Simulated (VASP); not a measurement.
# ZnS (F-43m) in VASP: further runs

ZnS is run at these levels: LDA; tasks: single point, relaxation of cell and atoms.

Everything below comes from runs of VASP 6.6.1. Logs are shortened: lines on timing, memory, paths and dates and some standing lists are left out, and cuts for length are marked.

## (1) The cell of the first run

Symmetry: F-43m, No. 216, cubic system. Conventional cell: a = 5.401 Å, b = 5.401 Å, c = 5.401 Å, α = 90.00°, β = 90.00°, γ = 90.00°. Zn (site symmetry -43m) has 4 S at 2.34 Å within 3.1 Å. S (site symmetry -43m) has 4 Zn at 2.34 Å within 3.1 Å.

## (2) Single point, LDA (19.69 Å³/atom)

INCAR reads:

```
SYSTEM = ZnS
ALGO = Normal ; EDIFF = 1E-6
ENCUT = 500 ; GGA = CA
GGA_COMPAT = .False. ; ISIF = 2
ISMEAR = 0 ; LASPH = .True.
LCHARG = .False. ; LREAL = .False.
LWAVE = .False. ; NBANDS = 16
NELM = 120 ; PREC = Accurate
SIGMA = 0.02
```

KPOINTS reads:

```
k-points
0
Gamma
  10 10 10
  0 0 0
```

POSCAR reads:

```
ZnS
1.0
    0.0000000000      2.7004130417      2.7004130417
    2.7004130417      0.0000000000      2.7004130417
    2.7004130417      2.7004130417      0.0000000000
Zn S
1 1
Direct
    0.2500000000      0.2500000000      0.2500000000
    0.0000000000      0.0000000000      0.0000000000
```

Potentials or basis: VASP PAW LDA potentials, release 64 (Zn, S).

The run is started by

```console
$ cat potpaw_LDA.64/Zn/POTCAR potpaw_LDA.64/S/POTCAR > POTCAR
$ mpirun -np 1 vasp_std > vasp.out
```

OUTCAR:

```text
SYSTEM = ZnS
   EDIFF = 1E-6
   ENCUT = 500
   GGA = CA
   ISIF = 2
   ISMEAR = 0
   LASPH = .True.
   LREAL = .False.
   NELM = 120
   PREC = Accurate

 ion  position               nearest neighbor table
   1  0.250  0.250  0.250-   2 2.34   2 2.34   2 2.34   2 2.34
   2  0.000  0.000  0.000-   1 2.34   1 2.34   1 2.34   1 2.34

  LATTYP: Found a face centered cubic cell.
 ALAT       =     5.4008260834

  Lattice vectors:

 A1 = (   0.0000000000,   2.7004130417,   2.7004130417)
 A2 = (   2.7004130417,   0.0000000000,   2.7004130417)
 A3 = (   2.7004130417,   2.7004130417,   0.0000000000)

Analysis of symmetry for initial positions (statically):
=====================================================================
 Subroutine PRICEL returns:
 Original cell was already a primitive cell.

 Routine SETGRP: Setting up the symmetry group for a
 face centered cubic supercell.

 Subroutine GETGRP returns: Found 24 space group operations
 (whereof 24 operations were pure point group operations)
 out of a pool of 48 trial point group operations.

The static configuration has the point symmetry T_d .

Analysis of symmetry for dynamics (positions and initial velocities):
=====================================================================
 Subroutine PRICEL returns:
 Original cell was already a primitive cell.

 Routine SETGRP: Setting up the symmetry group for a
 face centered cubic supercell.

 Subroutine GETGRP returns: Found 24 space group operations
 (whereof 24 operations were pure point group operations)
 out of a pool of 48 trial point group operations.

The dynamic configuration has the point symmetry T_d .

 Subroutine INISYM returns: Found 24 space group operations
 (whereof 24 operations are pure point group operations),
 and found     1 'primitive' translations

----------------------------------------------------------------------------------------

                                     Primitive cell

  volume of cell :      39.3841

  direct lattice vectors                    reciprocal lattice vectors
     0.000000000  2.700413042  2.700413042    -0.185156860  0.185156860  0.185156860
     2.700413042  0.000000000  2.700413042     0.185156860 -0.185156860  0.185156860
     2.700413042  2.700413042  0.000000000     0.185156860  0.185156860 -0.185156860

  length of vectors
     3.818960748  3.818960748  3.818960748     0.320701089  0.320701089  0.320701089

  position of ions in fractional coordinates (direct lattice)
     0.250000000  0.250000000  0.250000000
     0.000000000  0.000000000  0.000000000

[... 77 lines left out ...]
   LREAL  =      F    real-space projection
   EDIFFG = 0.1E-04   stopping-criterion for IOM
   NSW    =      0    number of steps for IOM
   IBRION =     -1    ionic relax: 0-MD 1-quasi-New 2-CG
   NFREE  =      0    steps in history (QN), initial steepest desc. (CG)
   ISIF   =      2    stress and relaxation
   ISYM   =      2    0-nonsym 1-usesym 2-fastsym
   POTIM  = 0.5000    time-step for ionic-motion
   TEBEG  =    0.0;   TEEND  =   0.0 temperature during run
   PSTRESS=    0.0 pullay stress
   NELECT =      18.0000    total number of electrons
   NUPDOWN=      -1.0000    fix difference up-down
   EMIN   =  10.00;   EMAX   =-10.00  energy-range for DOS
   EFERMI =   0.00;   METHOD = LEGACY
   ISMEAR =     0;   SIGMA  =   0.02  broadening in eV -4-tet -1-fermi 0-gaus
   EFERMI_NEDOS =   21; number of points for ismear=-14 and -15
   IALGO  =     38    algorithm
   IMIX   =      4    mixing-type and parameters
     AMIX     =   0.40;   BMIX     =  1.00
     AMIX_MAG =   1.60;   BMIX_MAG =  1.00
  volume/ion in A,a.u.               =      19.69       132.89
  Fermi-wavevector in a.u.,A,eV,Ry     =   1.261030  2.383001 21.635944  1.590197
  Thomas-Fermi vector in A             =   2.394510
   LORBIT       =      0    0 simple, 1 ext, 2 COOP (PROOUT), +10 PAW based schemes
   GGA     = CA    functional components
   LHFCALC =     F    Hartree Fock is set to
   AEXX    =    0.0000 exact exchange contribution
   IVDW    =     0    specifies the selected vdW correction
   LEPSILON=     F    determine dielectric tensor
   LRPA    =     F    only Hartree local field effects (RPA)
 non-spin polarized calculation
 Gauss-broadening in eV      SIGMA  =   0.02
  energy-cutoff  :      500.00
  volume of cell :       39.38
 maximum number of plane-waves:      1010
   NGX = 13   NGY = 13   NGZ = 13

 number of electron      18.0000001 magnetization

 Free energy of the ion-electron system (eV)
  ---------------------------------------------------
  ext. energy  EPLUGINS =         0.00000000
  ---------------------------------------------------
  free energy    TOTEN  =        -8.17879121 eV

  energy without entropy =       -8.17879121  energy(sigma->0) =       -8.17879121

 E-fermi :   2.0856     XC(G=0): -10.0472

 val. band max:        1.9417741554   @ k =   0.0000   0.0000   0.0000
 cond. band min:       3.8384735001   @ k =   0.0000   0.0000   0.0000
 fundamental gap:      1.8966993446
 Fermi energy:         2.0856148003

 k-point     1 :       0.0000    0.0000    0.0000
  band No.  band energies     occupation
      1     -11.1793      2.00000
      2      -4.5619      2.00000
      3      -4.5619      2.00000
      4      -4.5619      2.00000
      5      -4.0786      2.00000
      6      -4.0786      2.00000
[... 433 lines left out ...]
      3      -4.3212      2.00000
      4      -4.3127      2.00000
      5      -4.0516      2.00000
      6      -4.0219      2.00000
[... 8 lines left out ...]
     15      15.3309      0.00000
     16      17.6540      0.00000

 [... further k-points ...]

------------------------ aborting loop because EDIFF is reached ----------------------------------------

  FORCE on cell =-STRESS in cart. coord.  units (eV):
  Direction    XX          YY          ZZ          XY          YZ          ZX
  --------------------------------------------------------------------------------------
  -------------------------------------------------------------------------------------
  Total       -1.0411899     -1.0411899     -1.0411899      0.0000000      0.0000000      0.0000000
  in kB      -42.3564867    -42.3564867    -42.3564867      0.0000000      0.0000000      0.0000000
  external PRESSURE =     -42.3564867 kB  Pullay stress =       0.0000000 kB

 VOLUME and BASIS-vectors are now :
 -----------------------------------------------------------------------------
  energy-cutoff  :      500.00
  volume of cell :       39.38
      direct lattice vectors                 reciprocal lattice vectors
     0.000000000  2.700413042  2.700413042    -0.185156860  0.185156860  0.185156860
     2.700413042  0.000000000  2.700413042     0.185156860 -0.185156860  0.185156860
     2.700413042  2.700413042  0.000000000     0.185156860  0.185156860 -0.185156860

 POSITION                                       TOTAL-FORCE (eV/Angst)
 -----------------------------------------------------------------------------------
      1.35021      1.35021      1.35021         0.000000      0.000000      0.000000
      0.00000      0.00000      0.00000        -0.000000     -0.000000     -0.000000
 -----------------------------------------------------------------------------------
    total drift:                               -0.000000     -0.000000     -0.000000

  FREE ENERGIE OF THE ION-ELECTRON SYSTEM (eV)
  ---------------------------------------------------
  free  energy   TOTEN  =        -8.1787912077 eV

  energy  without entropy=       -8.1787912077  energy(sigma->0) =       -8.17879121
```

Run time: 13 s. Hardware: 1 thread of AMD EPYC 9R45 (Zen 5), shared host; peak memory 0.12 GiB.

Results:

- Free energy: -8.1788 eV
- Pressure: -4.2 GPa
- Band gap on the k mesh: 1.90 eV

Levels at points of the mesh, in eV from the valence-band top:
```tsv
k point	band 7	band 8	band 9	band 10	band 11	band 12
(0.00, 0.00, 0.00)	0.00	0.00	0.00	1.90	6.25	6.25
(0.50, 0.00, 0.00)	-5.39	-0.88	-0.88	3.12	6.79	6.79
(0.50, 0.50, 0.00)	-4.67	-2.25	-2.25	3.19	3.90	10.73
```

Caveat: the cell stands under tension.

## (3) Single point, LDA (20.25 Å³/atom)

This run uses another cell than the first one, of 20.25 Å³/atom.

INCAR reads:

```
PREC     = Accurate       # precision mode
ENCUT    = 500            # plane-wave cutoff, eV
EDIFF    = 1E-6           # SCF threshold, eV
ISMEAR   = 0              # smearing method
SIGMA    = 0.02           # smearing width, eV
LREAL    = False          # projectors in reciprocal space
LASPH    = True           # aspherical terms in the spheres
NELM     = 120            # most SCF steps
ALGO     = Normal         # electronic algorithm
ISIF     = 2              # what is computed and relaxed
LWAVE    = False          # write WAVECAR
LCHARG   = True           # write CHGCAR
LELF     = True           # ELF
LVHAR    = True         
NBANDS   = 16             # bands
GGA_COMPAT= False
```

KPOINTS reads:

```
regular mesh
0
Gamma
  10 10 10
```

POSCAR reads:

```
ZnS
1.0
    0.0000000000      2.7256520097      2.7256520097
    2.7256520097      0.0000000000      2.7256520097
    2.7256520097      2.7256520097      0.0000000000
Zn S
1 1
Direct
    0.2500000000      0.2500000000      0.2500000000
    0.0000000000      0.0000000000      0.0000000000
```

Potentials or basis: VASP PAW LDA potentials, release 64 (Zn, S).

The run is started by

```console
$ cat potpaw_LDA.64/Zn/POTCAR potpaw_LDA.64/S/POTCAR > POTCAR
$ mpirun -np 1 vasp_std > vasp.out
```

Wall time 13 s (1 thread of AMD EPYC 9R45 (Zen 5), shared host); peak memory 0.12 GiB.

The run converged. Its results:

```
Free energy            : -8.1433 eV
Pressure               : -6.0 GPa
Band gap on the k mesh : 1.77 eV
```

Levels at points of the mesh, in eV from the valence-band top:
```tsv
k point	band 6	band 7	band 8	band 9	band 10	band 11	band 12	band 13
(0.00, 0.00, 0.00)	-5.94	0.00	0.00	0.00	1.77	6.27	6.27	6.27
(0.50, 0.00, 0.00)	-5.75	-5.21	-0.84	-0.84	3.06	6.80	6.80	8.53
(0.50, 0.50, 0.00)	-5.73	-4.56	-2.15	-2.15	3.25	3.90	10.54	11.60
```

Caveat: the cell stands under tension. Expect the measured gap to be larger: semilocal functionals such as LDA lack the derivative discontinuity.

## (4) Relaxation of cell and atoms, LDA

INCAR reads:

```
SYSTEM = ZnS
PREC = Accurate
ENCUT = 500
EDIFF = 1E-7
ISMEAR = 0
SIGMA = 0.02
LREAL = .FALSE.
LASPH = .TRUE.
NELM = 120
ALGO = Normal
ISIF = 3
LWAVE = .FALSE.
LCHARG = .FALSE.
GGA = CA
IBRION = 2
NSW = 100
EDIFFG = -0.002
GGA_COMPAT = .FALSE.
NELMIN = 4
```

KPOINTS reads:

```
Automatic mesh
0
G
  10 10 10
  0 0 0
```

POSCAR reads:

```
ZnS
1.0
    0.0000000000      2.7020000000      2.7020000000
    2.7020000000      0.0000000000      2.7020000000
    2.7020000000      2.7020000000      0.0000000000
Zn S
1 1
Direct
    0.2500000000      0.2500000000      0.2500000000
    0.0000000000      0.0000000000      0.0000000000
```

The run is started by

```console
$ cat potpaw_LDA.64/Zn/POTCAR potpaw_LDA.64/S/POTCAR > POTCAR
$ mpirun -np 1 vasp_std > vasp.out
```

It took 32 s on 1 thread of AMD EPYC 9R45 (Zen 5), shared host; peak memory 0.13 GiB.

Results (log left out):

```yaml
Free_energy: -8.2084 eV
Relaxed_volume: 18.63 Å³/atom
Relaxed_cell: a = 3.749 Å, b = 3.749 Å, c = 3.749 Å, α = 60.00°, β = 60.00°, γ = 60.00°
Space_group_after_relaxing_to_0.1_Å: F-43m (No. 216)
Energy_gained_by_relaxing: 15.7 meV/atom
Ionic_steps: 3
Pressure_after_relaxing: 0.0 GPa
Band_gap_on_the_k_mesh: 2.15 eV
```

The path:
```tsv
step	energy change (eV)	largest force (eV/Å)	pressure (GPa)	volume (Å³)
1	0.0000	0.0000	-4.36	39.45
2	-0.0267	0.0000	1.94	36.47
3	-0.0314	0.0000	0.00	37.26
```

Final structure:
```
CELL_PARAMETERS angstrom
0.00000 2.65093 2.65093
2.65093 0.00000 2.65093
2.65093 2.65093 0.00000
ATOMIC_POSITIONS crystal
Zn 0.25000 0.25000 0.25000
S 0.00000 0.00000 0.00000
```

Levels at points of the mesh, in eV from the valence-band top:
| k point | band 7 | band 8 | band 9 | band 10 | band 11 | band 12 |
| --- | --- | --- | --- | --- | --- | --- |
| (0.00, 0.00, 0.00) | 0.00 | 0.00 | 0.00 | 2.15 | 6.21 | 6.21 |
| (0.50, 0.00, 0.00) | -5.76 | -0.96 | -0.96 | 3.23 | 6.76 | 6.76 |
| (0.50, 0.50, 0.00) | -4.90 | -2.46 | -2.46 | 3.06 | 3.89 | 11.14 |

LDA usually gives volumes a few per cent too small. Zero-point motion and thermal expansion aren't in these numbers.

## (5) Summary

| task | cell | gap on the mesh (eV) | pressure (GPa) |
| --- | --- | --- | --- |
| single point | a = 3.819 Å, angles 60.0°, 2 atoms | 1.90 | -4.2 |
| single point | a = 3.855 Å, angles 60.0°, 2 atoms | 1.77 | -6.0 |
| relaxation of cell and atoms | relaxed from a = 3.821 Å, angles 60.0°, 2 atoms | 2.15 | 0.0 |

Alike in all rows: level LDA; potentials or basis VASP PAW LDA potentials, release 64 (Zn, S); no spin polarisation; k mesh 10 × 10 × 10; cutoff (eV) 500; smearing gaussian 0.02 eV.

Caveats: the cell stands under tension (at least some runs).

Absolute energies hang on the potentials; compare differences alone.
